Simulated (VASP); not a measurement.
Set up this calculation in VASP 6.6.1, as the native input.

```
Task                   : single point
Functional             : PBE
Potentials or basis    : VASP PAW PBE potentials, release 64 (Lu, B, O)
Cutoff                 : 520 eV
k mesh                 : 6 × 6 × 6
Occupations            : gaussian, width 0.1 eV
Spin                   : no spin polarisation
Dipole correction      : no
Further INCAR settings : ALGO = Normal; EDIFF = 1e-06; NBANDS = 34
```

The structure of LuB2O3 lies in POSCAR:

```
LuB2O3
1.0
    4.7172176000      0.0000000000      0.0000000000
   -2.3586088000      4.0852302800      0.0000000000
    0.0000000000      0.0000000000      3.4840501700
Lu B O
1 2 3
Direct
    0.0000000000      0.0000000000      0.1926302600
    0.6666666700      0.3333333300      0.4961477200
    0.3333333300      0.6666666700      0.4961477200
    0.0000000000      0.5000000000      0.9950230700
    0.5000000000      0.0000000000      0.9950230700
    0.5000000000      0.5000000000      0.9950230700
```

The cell was built from a structure type or drawn by symmetry, and may not be a known phase.

The input as run:

INCAR

```
SYSTEM = LuB2O3
  PREC = Accurate
  ENCUT = 520
  EDIFF = 1E-6
  ISMEAR = 0
  SIGMA = 0.1
  LREAL = .False.
  LASPH = .True.
  NELM = 100
  ALGO = Normal
  ISIF = 2
  LWAVE = .False.
  LCHARG = .False.
  GGA = PE
  NBANDS = 34
```

KPOINTS

```
Automatic mesh
0
Gamma
  6 6 6
  0 0 0
```

Potentials or basis: VASP PAW PBE potentials, release 64 (Lu, B, O).

Command:

```console
$ cat potpaw_PBE.64/Lu/POTCAR potpaw_PBE.64/B/POTCAR potpaw_PBE.64/O/POTCAR > POTCAR
$ mpirun -np 1 vasp_std > vasp.out
```

It gave:

```json
{
 "Pressure": "-10.7 GPa",
 "Largest force": "2.335 eV/Å",
 "Band gap on the k mesh": "zero (an odd number of electrons rules out a gap without spin polarisation)"
}
```

Caveat: the cell stands under tension; spin-orbit coupling is left out, which moves the levels of the heavy elements; an odd number of electrons without spin polarisation forces a metal; a magnetic or distorted state may lie lower.

Wall time 2.3 min on 1 thread of Intel(R) Xeon(R) Platinum 8375C CPU @ 2.90GHz (Ice Lake) (shared host), peak memory 0.22 GiB.
